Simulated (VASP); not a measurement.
# B5Pt (P-62m) in VASP: notebook, part 2 of 2

VASP 6.6.1.

## Step 4: Relaxation of cell and atoms, PBE

This run uses another cell than the first one, of 8.81 Å³/atom, 0.986 times its volume.

Contents of INCAR:

```
PREC = Accurate
ENCUT = 600
EDIFF = 1E-7
ISMEAR = 0
SIGMA = 0.1
LREAL = F
LASPH = T
NELM = 80
ALGO = Normal
ISIF = 3
LWAVE = F
LCHARG = F
GGA = PE
IBRION = 2
NSW = 90
EDIFFG = -0.04
```

Contents of KPOINTS:

```
regular mesh
0
Gamma
  6 6 8
```

Contents of POSCAR:

```
B5Pt
1.0
    5.0538429469      0.0000000000      0.0000000000
   -2.5269214735      4.3767563788      0.0000000000
    0.0000000000      0.0000000000      2.3885852617
B Pt
5 1
Direct
    0.6666666667      0.3333333333      0.5000000000
    0.3760136556      0.0000000000      0.0000000000
    0.6239863444      0.6239863444      0.0000000000
    0.0000000000      0.3760136556      0.0000000000
    0.3333333333      0.6666666667      0.5000000000
    0.0000000000      0.0000000000      0.5000000000
```

Started as:

```sh
> cat potpaw_PBE.64/B/POTCAR potpaw_PBE.64/Pt/POTCAR > POTCAR
> mpirun -np 1 vasp_std > vasp.out
```

Run time: 1.9 min. Hardware: 1 thread of Intel Xeon 6975P-C, shared host; peak memory 0.21 GiB.

Results (log left out):

- Free energy: -33.0326 eV
- Relaxed volume: 8.93 Å³/atom
- Relaxed cell: a = 5.137 Å, b = 5.137 Å, c = 2.343 Å, α = 90.00°, β = 90.00°, γ = 120.00°
- Space group after relaxing (to 0.05 Å): P-62m (No. 189)
- Energy gained by relaxing: 10.2 meV/atom
- Ionic steps: 5
- Pressure after relaxing: 0.0 GPa
- Largest force after relaxing: 0.013 eV/Å

Forces on the atoms (eV/Å):
```
B    0.000  0.000  0.000
B   -0.013  0.000  0.000
B    0.007  0.011  0.000
B    0.007 -0.011  0.000
B    0.000  0.000  0.000
Pt   0.000  0.000  0.000
```

The path:
| step | energy change (eV) | largest force (eV/Å) | pressure (GPa) | volume (Å³) |
| --- | --- | --- | --- | --- |
| 1 | 0.0000 | 0.0093 | 1.11 | 52.83 |
| 2 | -0.0604 | 0.0098 | 1.21 | 53.28 |
| 3 | -0.0604 | 0.0094 | 1.21 | 53.27 |
| 4 | -0.0606 | 0.0335 | -1.06 | 53.81 |
| 5 | -0.0615 | 0.0132 | 0.01 | 53.55 |

Final structure:
```cif
data_structure
_symmetry_space_group_name_H-M 'P 1'
_symmetry_Int_Tables_number 1
_cell_length_a 5.1374
_cell_length_b 5.1374
_cell_length_c 2.3429
_cell_angle_alpha 90.000
_cell_angle_beta 90.000
_cell_angle_gamma 120.000
_cell_volume 53.55
loop_
_atom_site_label
_atom_site_type_symbol
_atom_site_fract_x
_atom_site_fract_y
_atom_site_fract_z
_atom_site_occupancy
B1 B 0.66667 0.33333 0.50000 1
B2 B 0.37597 0.00000 0.00000 1
B3 B 0.62403 0.62403 0.00000 1
B4 B 0.00000 0.37597 0.00000 1
B5 B 0.33333 0.66667 0.50000 1
Pt1 Pt 0.00000 0.00000 0.50000 1
```

Levels at points of the mesh, in eV from the Fermi level:
| k point | band 9 | band 10 | band 11 | band 12 | band 13 | band 14 | band 15 | band 16 |
| --- | --- | --- | --- | --- | --- | --- | --- | --- |
| (0.00, 0.00, 0.00) | -3.60 | -3.60 | -1.55 | -1.55 | 1.81 | 1.81 | 3.69 | 7.80 |
| (0.50, 0.00, 0.00) | -2.96 | -1.61 | -1.56 | -1.37 | -1.21 | 0.23 | 4.84 | 5.42 |
| (0.00, 0.00, 0.50) | -1.69 | -1.69 | -1.45 | -1.45 | -0.98 | -0.66 | 1.10 | 1.10 |
| (0.50, 0.00, 0.50) | -3.60 | -3.05 | -1.32 | -0.70 | 1.02 | 1.58 | 1.93 | 2.36 |

Caveat: spin-orbit coupling is left out, which moves the levels of the heavy elements.

## Step 5: Single point, PBE

This run uses another cell than the first one, of 8.95 Å³/atom, 1.002 times its volume.

Contents of INCAR:

```
SYSTEM = B5Pt
ALGO = Normal ; EDIFF = 1E-7
ENCUT = 520 ; GGA = PE
ISIF = 2 ; ISMEAR = 0
LASPH = .True. ; LCHARG = .False.
LREAL = .False. ; LWAVE = .False.
NBANDS = 22 ; NELM = 80
PREC = Accurate ; SIGMA = 0.1
```

Contents of KPOINTS:

```
k-points
0
Gamma
  12 12 16
  0 0 0
```

Contents of POSCAR:

```
B5Pt
1.0
    5.1410958864      0.0000000000      0.0000000000
   -2.5705479432      4.4523196409      0.0000000000
    0.0000000000      0.0000000000      2.3466697711
B Pt
5 1
Direct
    0.6666666667      0.3333333333      0.5000000000
    0.3754906520      0.0000000000      0.0000000000
    0.6245093480      0.6245093480      0.0000000000
    0.0000000000      0.3754906520      0.0000000000
    0.3333333333      0.6666666667      0.5000000000
    0.0000000000      0.0000000000      0.5000000000
```

Potentials or basis: VASP PAW PBE potentials, release 64 (B, Pt).

Started as:

```sh
> cat potpaw_PBE.64/B/POTCAR potpaw_PBE.64/Pt/POTCAR > POTCAR
> mpirun -np 1 vasp_std > vasp.out
```

OUTCAR:

```text
SYSTEM = B5Pt
   EDIFF = 1E-7
   ENCUT = 520
   GGA = PE
   ISIF = 2
   ISMEAR = 0
   LASPH = .True.
   LREAL = .False.
   NELM = 80
   PREC = Accurate

 ion  position               nearest neighbor table
   1  0.667  0.333  0.500-   4 2.00   4 2.00   2 2.00   2 2.00   3 2.00   3 2.00
   2  0.375  0.000  0.000-   5 2.00   5 2.00   1 2.00   1 2.00   6 2.26   6 2.26
   3  0.625  0.625  0.000-   1 2.00   1 2.00   5 2.00   5 2.00   6 2.26   6 2.26
   4  0.000  0.375  0.000-   1 2.00   1 2.00   5 2.00   5 2.00   6 2.26   6 2.26
   5  0.333  0.667  0.500-   2 2.00   2 2.00   4 2.00   4 2.00   3 2.00   3 2.00
   6  0.000  0.000  0.500-   3 2.26   4 2.26   3 2.26   4 2.26   2 2.26   2 2.26

  LATTYP: Found a hexagonal cell.
 ALAT       =     5.1410958864
 C/A-ratio  =     0.4564532199

  Lattice vectors:

 A1 = (   5.1410958864,   0.0000000000,   0.0000000000)
 A2 = (  -2.5705479432,   4.4523196409,   0.0000000000)
 A3 = (   0.0000000000,   0.0000000000,   2.3466697711)

Analysis of symmetry for initial positions (statically):
[... 185 lines left out ...]
 cond. band min:       8.1574581749   @ k =   0.4167   0.1667   0.0625
 fundamental gap:      0.0112968412
 Fermi energy:         8.1515793820

 k-point     1 :       0.0000    0.0000    0.0000
  band No.  band energies     occupation
      1      -6.5091      2.00000
      2      -1.5936      2.00000
      3      -1.5936      2.00000
      4      -1.5752      2.00000
      5      -1.1591      2.00000
      6       1.9830      2.00000
[... 589 lines left out ...]
     21      17.8069      0.00000
     22      18.7337      0.00000

 [... further k-points ...]

------------------------ aborting loop because EDIFF is reached ----------------------------------------

  FORCE on cell =-STRESS in cart. coord.  units (eV):
  Direction    XX          YY          ZZ          XY          YZ          ZX
  --------------------------------------------------------------------------------------
  -------------------------------------------------------------------------------------
  Total        0.0239124      0.0239124     -0.2260759      0.0000000     -0.0000000      0.0000000
  in kB        0.7132473      0.7132473     -6.7432741      0.0000000     -0.0000000      0.0000000
  external PRESSURE =      -1.7722598 kB  Pullay stress =       0.0000000 kB

 VOLUME and BASIS-vectors are now :
 -----------------------------------------------------------------------------
  energy-cutoff  :      520.00
  volume of cell :       53.71
      direct lattice vectors                 reciprocal lattice vectors
     5.141095886  0.000000000  0.000000000     0.194511058  0.112301012  0.000000000
    -2.570547943  4.452319641  0.000000000     0.000000000  0.224602023  0.000000000
     0.000000000  0.000000000  2.346669771     0.000000000  0.000000000  0.426135800

 POSITION                                       TOTAL-FORCE (eV/Angst)
 -----------------------------------------------------------------------------------
      2.57055      1.48411      1.17333        -0.000000      0.000000     -0.000000
      1.93043      0.00000      0.00000         0.004144      0.000000      0.000000
      1.60533      2.78052      0.00000        -0.002072     -0.003589      0.000000
     -0.96522      1.67180      0.00000        -0.002072      0.003589     -0.000000
     -0.00000      2.96821      1.17333        -0.000000      0.000000     -0.000000
      0.00000      0.00000      1.17333        -0.000000      0.000000     -0.000000
 -----------------------------------------------------------------------------------
    total drift:                               -0.000000     -0.000001      0.000000

  FREE ENERGIE OF THE ION-ELECTRON SYSTEM (eV)
  ---------------------------------------------------
  free  energy   TOTEN  =       -32.9714559847 eV

  energy  without entropy=      -32.9588452216  energy(sigma->0) =      -32.96515060
```

OSZICAR:

```text
N       E                     dE             d eps       ncg     rms          rms(c)
DAV:   1     0.703560551782E+02    0.70356E+02   -0.11377E+04  7524   0.102E+03
DAV:   2    -0.320650485854E+02   -0.10242E+03   -0.96914E+02  8838   0.207E+02
DAV:   3    -0.363041026848E+02   -0.42391E+01   -0.41453E+01 10112   0.360E+01
DAV:   4    -0.363416391126E+02   -0.37536E-01   -0.37457E-01  8766   0.324E+00
DAV:   5    -0.363420538103E+02   -0.41470E-03   -0.41459E-03  9800   0.328E-01    0.214E+01
DAV:   6    -0.365003129500E+02   -0.15826E+00   -0.77106E+01  9040   0.472E+01    0.299E+01
DAV:   7    -0.332809501570E+02    0.32194E+01   -0.78537E+00  8658   0.255E+01    0.896E+00
DAV:   8    -0.330107383893E+02    0.27021E+00   -0.31504E+00  9060   0.124E+01    0.348E+00
DAV:   9    -0.329726297077E+02    0.38109E-01   -0.24997E-01  8578   0.369E+00    0.554E-01
DAV:  10    -0.329714498578E+02    0.11798E-02   -0.11732E-02  9268   0.693E-01    0.129E-01
DAV:  11    -0.329714636907E+02   -0.13833E-04   -0.77273E-04  8544   0.171E-01    0.548E-02
DAV:  12    -0.329714590768E+02    0.46140E-05   -0.13972E-05  9762   0.237E-02    0.231E-02
DAV:  13    -0.329714565145E+02    0.25623E-05   -0.68632E-06  8892   0.171E-02    0.179E-02
DAV:  14    -0.329714560014E+02    0.51315E-06   -0.10104E-06  9432   0.663E-03    0.148E-03
DAV:  15    -0.329714559847E+02    0.16675E-07   -0.12329E-07  5616   0.236E-03
   1 F= -.32971456E+02 E0= -.32965151E+02  d E =-.126108E-01
```

stdout:

```text
POSCAR found type information on POSCAR B Pt
 POSCAR found :  2 types and       6 ions
 scaLAPACK will be used
 LDA part: xc-table for (Slater+PW92), standard interpolation
 POSCAR, INCAR and KPOINTS ok, starting setup
 FFT: planning ... GRIDC
 FFT: planning ... GRID_SOFT
 FFT: planning ... GRID
 WAVECAR not read
 entering main loop
```

It took 2.6 min on 1 thread of Intel Xeon 6975P-C, shared host; peak memory 0.31 GiB.

Results:

* Free energy: -32.9715 eV
* Pressure: -0.2 GPa
* Largest force: 0.004 eV/Å

Forces on the atoms (eV/Å):
```
B    0.000  0.000  0.000
B    0.004  0.000  0.000
B   -0.002 -0.004  0.000
B   -0.002  0.004  0.000
B    0.000  0.000  0.000
Pt   0.000  0.000  0.000
```

Stress tensor (GPa, compression positive):
```
 0.07  0.00  0.00
 0.00  0.07  0.00
 0.00  0.00 -0.67
```

Levels at points of the mesh, in eV from the Fermi level:
```csv
k point,band 9,band 10,band 11,band 12,band 13,band 14,band 15,band 16
"(0.00, 0.00, 0.00)",-3.62,-3.62,-1.59,-1.59,1.80,1.80,3.65,7.58
"(0.50, 0.00, 0.00)",-2.97,-1.66,-1.61,-1.38,-1.23,0.20,4.79,5.37
"(0.00, 0.00, 0.50)",-1.71,-1.71,-1.47,-1.47,-1.03,-0.69,1.08,1.08
"(0.50, 0.00, 0.50)",-3.63,-3.07,-1.35,-0.72,1.00,1.55,1.91,2.34
```

Caveat: spin-orbit coupling is left out, which moves the levels of the heavy elements.

## Step 6: Single point, PBE

This run uses another cell than the first one, of 8.95 Å³/atom, 1.002 times its volume.

Contents of INCAR:

```
PREC     = Accurate       # precision mode
ENCUT    = 520            # plane-wave cutoff, eV
EDIFF    = 1E-6           # SCF threshold, eV
ISMEAR   = 0              # smearing method
SIGMA    = 0.1            # smearing width, eV
LREAL    = False          # projectors in reciprocal space
LASPH    = True           # aspherical terms in the spheres
NELM     = 100            # most SCF steps
ALGO     = Normal         # electronic algorithm
ISIF     = 2              # what is computed and relaxed
LWAVE    = False          # write WAVECAR
LCHARG   = False          # write CHGCAR
GGA      = PE             # functional
NBANDS   = 22             # bands
```

Contents of KPOINTS:

```
Automatic mesh
0
Gamma
  12 12 16
```

POSCAR is that of step 5.

Potentials or basis: VASP PAW PBE potentials, release 64 (B, Pt).

Started as:

```sh
> cat potpaw_PBE.64/B/POTCAR potpaw_PBE.64/Pt/POTCAR > POTCAR
> mpirun -np 1 vasp_std > vasp.out
```

Wall time 2.7 min (1 thread of Intel Xeon 6975P-C, shared host); peak memory 0.31 GiB.

It converged, with:

- Free energy: -32.9715 eV
- Pressure: -0.2 GPa
- Largest force: 0.004 eV/Å

Forces on the atoms (eV/Å):
```
B    0.000  0.000  0.000
B    0.004  0.000  0.000
B   -0.002 -0.004  0.000
B   -0.002  0.004  0.000
B    0.000  0.000  0.000
Pt   0.000  0.000  0.000
```

Stress tensor (GPa, compression positive):
```
 0.08  0.00  0.00
 0.00  0.08  0.00
 0.00  0.00 -0.67
```

Levels at points of the mesh, in eV from the Fermi level:
```tsv
k point	band 10	band 11	band 12	band 13	band 14	band 15
(0.00, 0.00, 0.00)	-3.62	-1.59	-1.59	1.80	1.80	3.65
(0.50, 0.00, 0.00)	-1.66	-1.61	-1.38	-1.23	0.20	4.79
(0.00, 0.00, 0.50)	-1.71	-1.47	-1.47	-1.03	-0.69	1.08
(0.50, 0.00, 0.50)	-3.07	-1.35	-0.72	1.00	1.55	1.91
```

Caveat: spin-orbit coupling is left out, which moves the levels of the heavy elements.

## Step 7: Relaxation of cell and atoms, PBE

Contents of INCAR:

```
ALGO     = Normal         # electronic algorithm
EDIFF    = 1E-6           # SCF threshold, eV
EDIFFG   = -0.01          # ionic threshold
ENCUT    = 600            # plane-wave cutoff, eV
GGA      = PE             # functional
IBRION   = 2              # ionic algorithm
ISIF     = 3              # what is computed and relaxed
ISMEAR   = 0              # smearing method
LASPH    = True           # aspherical terms in the spheres
LCHARG   = False          # write CHGCAR
LREAL    = False          # projectors in reciprocal space
LWAVE    = False          # write WAVECAR
NELM     = 60             # most SCF steps
NSW      = 100            # ionic steps
PREC     = Accurate       # precision mode
SIGMA    = 0.1            # smearing width, eV
```

Contents of KPOINTS:

```
k-points
0
Gamma
  12 12 16
```

Contents of POSCAR:

```
B5Pt
1.0
    5.1362540662      0.0000000000      0.0000000000
   -2.5681270331      4.4481265016      0.0000000000
    0.0000000000      0.0000000000      2.3453707717
B Pt
5 1
Direct
    0.6666666667      0.3333333333      0.5000000000
    0.3754941886      0.0000000000      0.0000000000
    0.6245058114      0.6245058114      0.0000000000
    0.0000000000      0.3754941886      0.0000000000
    0.3333333333      0.6666666667      0.5000000000
    0.0000000000      0.0000000000      0.5000000000
```

Started as:

```sh
> cat potpaw_PBE.64/B/POTCAR potpaw_PBE.64/Pt/POTCAR > POTCAR
> mpirun -np 1 vasp_std > vasp.out
```

It took 7.4 min on 1 thread of Intel Xeon 6975P-C, shared host; peak memory 0.33 GiB.

It converged, with:

* Free energy: -32.9756 eV
* Relaxed volume: 8.95 Å³/atom
* Relaxed cell: a = 5.148 Å, b = 5.148 Å, c = 2.341 Å, α = 90.00°, β = 90.00°, γ = 120.00°
* Space group after relaxing (to 0.05 Å): P-62m (No. 189)
* Energy gained by relaxing: 0.1 meV/atom
* Ionic steps: 8
* Pressure after relaxing: 0.1 GPa
* Largest force after relaxing: 0.006 eV/Å

Forces in eV/Å, atoms in the order of the input:
```
B    0.000  0.000  0.000
B   -0.006  0.000  0.000
B    0.003  0.005  0.000
B    0.003 -0.005  0.000
B    0.000  0.000  0.000
Pt   0.000  0.000  0.000
```

Step by step:
| step | energy change (eV) | largest force (eV/Å) | pressure (GPa) | volume (Å³) |
| --- | --- | --- | --- | --- |
| 1 | 0.0000 | 0.0158 | 0.34 | 53.58 |
| 2 | -0.0003 | 0.0066 | -0.17 | 53.73 |
| 3 | -0.0003 | 0.0079 | -0.21 | 53.74 |
| 4 | -0.0004 | 0.0141 | -0.08 | 53.74 |
| 5 | -0.0004 | 0.0144 | -0.03 | 53.74 |
| 6 | -0.0004 | 0.0151 | -0.01 | 53.74 |
| 7 | -0.0004 | 0.0147 | -0.04 | 53.74 |
| 8 | -0.0005 | 0.0060 | 0.06 | 53.72 |

Final structure:
```xyz
6
Lattice="5.1480 0.0000 0.0000 -2.5740 4.4583 0.0000 0.0000 0.0000 2.3406" Properties=species:S:1:pos:R:3 pbc="T T T"
B     2.5740    1.4861    1.1703
B     1.9332    0.0000    0.0000
B     1.6074    2.7841    0.0000
B    -0.9666    1.6742    0.0000
B     0.0000    2.9722    1.1703
Pt    0.0000    0.0000    1.1703
```

Levels at points of the mesh, in eV from the Fermi level:
```csv
k point,band 10,band 11,band 12,band 13,band 14,band 15
"(0.00, 0.00, 0.00)",-3.65,-1.55,-1.55,1.76,1.76,3.73
"(0.50, 0.00, 0.00)",-1.61,-1.57,-1.42,-1.25,0.18,4.87
"(0.00, 0.00, 0.50)",-1.72,-1.46,-1.46,-1.01,-0.69,1.08
"(0.50, 0.00, 0.50)",-3.06,-1.34,-0.72,1.00,1.54,1.90
```

Caveat: spin-orbit coupling is left out, which moves the levels of the heavy elements.

## Step 8: Overview

```csv
task,cell,k mesh,cutoff (eV),gap on the mesh (eV),pressure (GPa),relaxed volume (Å³/atom),largest force (eV/Å)
single point,"a = 5.136, b = 5.136, c = 2.345 Å, angles 90.0, 90.0, 120.0°, 6 atoms",6 × 6 × 8,520,none,-0.1,-,0.01
relaxation of cell and atoms,"relaxed from a = 4.378, b = 4.378, c = 4.023 Å, angles 90.0, 90.0, 120.0°, 6 atoms",6 × 6 × 4,600,none,0.1,8.79,0.01
relaxation of cell and atoms,"relaxed from a = 5.054, b = 5.054, c = 2.389 Å, angles 90.0, 90.0, 120.0°, 6 atoms",6 × 6 × 8,600,none,0.0,8.93,0.01
single point,"a = 5.141, b = 5.141, c = 2.347 Å, angles 90.0, 90.0, 120.0°, 6 atoms",12 × 12 × 16,520,none,-0.2,-,-
relaxation of cell and atoms,"relaxed from a = 5.136, b = 5.136, c = 2.345 Å, angles 90.0, 90.0, 120.0°, 6 atoms",12 × 12 × 16,600,none,0.1,8.95,0.01
```

Alike in all rows: level PBE; potentials or basis VASP PAW PBE potentials, release 64 (B, Pt); no spin polarisation; smearing gaussian 0.1 eV.

Caveats: some runs use coarse meshes; spin-orbit coupling is left out, which moves the levels of the heavy elements; the volume moved by over 15 % at a fixed basis, so the end points are rough (some runs).

Absolute energies hang on the potentials; compare differences alone.
